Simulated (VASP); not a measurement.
ScAgGe3:

```
CELL_PARAMETERS angstrom
4.43589 0.00000 0.00000
0.00000 4.43589 0.00000
0.00000 0.00000 4.43589
ATOMIC_POSITIONS crystal
Sc 0.00000 0.00000 0.00000
Ag 0.50000 0.50000 0.50000
Ge 0.00000 0.50000 0.50000
Ge 0.50000 0.00000 0.50000
Ge 0.50000 0.50000 0.00000
```

- Program: VASP 6.6.1
- Task: relaxation of cell and atoms
- Functional: r2SCAN
- Potentials or basis: VASP PAW PBE potentials, release 64 (Sc_sv, Ag, Ge_d)
- Cutoff: 600 eV
- k mesh: 4 × 4 × 4
- Occupations: gaussian, width 0.1 eV
- Spin: no spin polarisation

At the start: pressure 38.7 GPa; volume 17.46 Å³/atom.

**Question.** How do energy, volume and symmetry change on relaxing?

**Answer.** Over 4 steps the energy falls by 583.9 meV/atom and the volume is 23.71 Å³/atom (+35.8 %); space group Pm-3m (No. 221, to 0.1 Å) before and after.

Step by step:
| step | energy change (eV) | largest force (eV/Å) | pressure (GPa) | volume (Å³) |
| --- | --- | --- | --- | --- |
| 1 | 0.0000 | 0.0000 | 38.73 | 87.29 |
| 2 | -1.7326 | 0.0000 | -8.95 | 152.18 |
| 3 | -2.9188 | 0.0000 | -0.29 | 119.25 |
| 4 | -2.9193 | 0.0000 | 0.10 | 118.54 |

Final structure:
```xyz
5
Lattice="4.9123 0.0000 0.0000 0.0000 4.9123 0.0000 0.0000 0.0000 4.9123" Properties=species:S:1:pos:R:3 pbc="T T T"
Sc    0.0000    0.0000    0.0000
Ag    2.4562    2.4562    2.4562
Ge    0.0000    2.4562    2.4562
Ge    2.4562    0.0000    2.4562
Ge    2.4562    2.4562    0.0000
```

Caveat: the volume moved by over 15 % at a fixed basis, so the end points are rough; the PAW data sets were made with another functional, which shifts forces and pressure a little.
